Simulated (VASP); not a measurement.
Write the native input for VASP 6.6.1 that does the following.

| Property | Result |
| --- | --- |
| Task | single point |
| Functional | r2SCAN |
| Potentials or basis | VASP PAW PBE potentials, release 64 (Y_sv) |
| Cutoff | 520 eV |
| k mesh | 8 × 8 × 5 |
| Occupations | fermi-dirac, width 0.05 eV |
| Spin | no spin polarisation |
| Dipole correction | no |
| Further INCAR settings | ALGO = Normal; EDIFF = 1e-06; NBANDS = 18 |

Crystal: Y.

```xyz
2
Lattice="3.6805 0.0000 0.0000 -1.8403 3.1874 0.0000 0.0000 0.0000 5.7226" Properties=species:S:1:pos:R:3 pbc="T T T"
Y     1.8403    1.0625    4.2919
Y     0.0000    2.1250    1.4306
```

One way to write it, as run:

POSCAR

```
Y
1.0
    3.6805339946      0.0000000000      0.0000000000
   -1.8402669973      3.1874359388      0.0000000000
    0.0000000000      0.0000000000      5.7225611987
Y
2
Direct
    0.6666666667      0.3333333333      0.7500000000
    0.3333333333      0.6666666667      0.2500000000
```

INCAR.step1

```
ALGO = Normal
EDIFF = 1E-4
ENCUT = 520
GGA = PE
ISMEAR = -1
LASPH = T
LCHARG = F
LREAL = F
LWAVE = T
NBANDS = 18
NELM = 60
PREC = Accurate
SIGMA = 0.05
```

INCAR.step2

```
ALGO = Normal
EDIFF = 1E-6
ENCUT = 520
ISIF = 2
ISMEAR = -1
ISTART = 1
LASPH = T
LCHARG = F
LMIXTAU = T
LREAL = F
LWAVE = F
METAGGA = R2SCAN
NBANDS = 18
NELM = 60
PREC = Accurate
SIGMA = 0.05
```

KPOINTS

```
k-points
0
Gamma
  8 8 5
```

Potentials or basis: VASP PAW PBE potentials, release 64 (Y_sv).

The run is started by

```console
$ cat potpaw_PBE.64/Y_sv/POTCAR > POTCAR
$ cp INCAR.step1 INCAR
$ mpirun -np 1 vasp_std > vasp.out
$ cp INCAR.step2 INCAR
$ mpirun -np 1 vasp_std > vasp.out
```

Results of the run:

```json
{
 "Pressure": "0.0 GPa",
 "Band gap on the k mesh": "zero (bands 11 and 12 overlap by 1.36 eV)"
}
```

Caveat: the PAW data sets were made with another functional, which shifts forces and pressure a little.

Wall time 5.2 min on 1 thread of Oxide Virtual Turin-like Processor (shared host), peak memory 0.19 GiB.
